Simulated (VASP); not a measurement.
Wanted: the native input for a VASP 6.6.1 run.

| Item | Value |
| --- | --- |
| Task | single point |
| Functional | PBEsol |
| Potentials or basis | VASP PAW PBE potentials, release 64 (C) |
| Cutoff | 600 eV |
| k mesh | 18 × 18 × 6 |
| Occupations | gaussian, width 0.15 eV |
| Spin | no spin polarisation |
| Dipole correction | no |
| Further INCAR settings | ALGO = Normal; EDIFF = 1e-06; NBANDS = 16 |

The structure of C lies in POSCAR:

```
C
1.0
    1.2294745828     -2.1290849001      0.0000000000
    1.2294745828      2.1290849001      0.0000000000
    0.0000000000      0.0000000000      7.3778161753
C
4
Direct
   -0.0899230834      0.7434336106      0.7498447213
    0.7565663894      0.5899230834      0.2501552787
    1.0899230834      0.2565663894      0.2501552787
    0.2434336106      0.4100769166      0.7498447213
```

These files were run (other wordings do the same):

INCAR

```
ALGO = Normal
EDIFF = 1E-6
ENCUT = 600
GGA = PS
GGA_COMPAT = F
ISIF = 2
ISMEAR = 0
LASPH = T
LCHARG = F
LREAL = F
LWAVE = F
NBANDS = 16
NELM = 120
PREC = Accurate
SIGMA = 0.15
```

KPOINTS

```
k-points
0
Gamma
  18 18 6
```

Potentials or basis: VASP PAW PBE potentials, release 64 (C).

Command:

```console
$ cat potpaw_PBE.64/C/POTCAR > POTCAR
$ mpirun -np 1 vasp_std > vasp.out
```

Results of the run:

The pressure is 0.4 GPa. The largest force is 0.008 eV/Å.

Caveat: this functional lacks dispersion, which binds the layers, so the pressure and a relaxed spacing across them are unreliable; the PAW data sets were made with another functional, which shifts forces and pressure a little.

Run time: 8.7 min on 1 thread of Intel Xeon 8259CL, with other jobs on the host, peak memory 0.38 GiB.
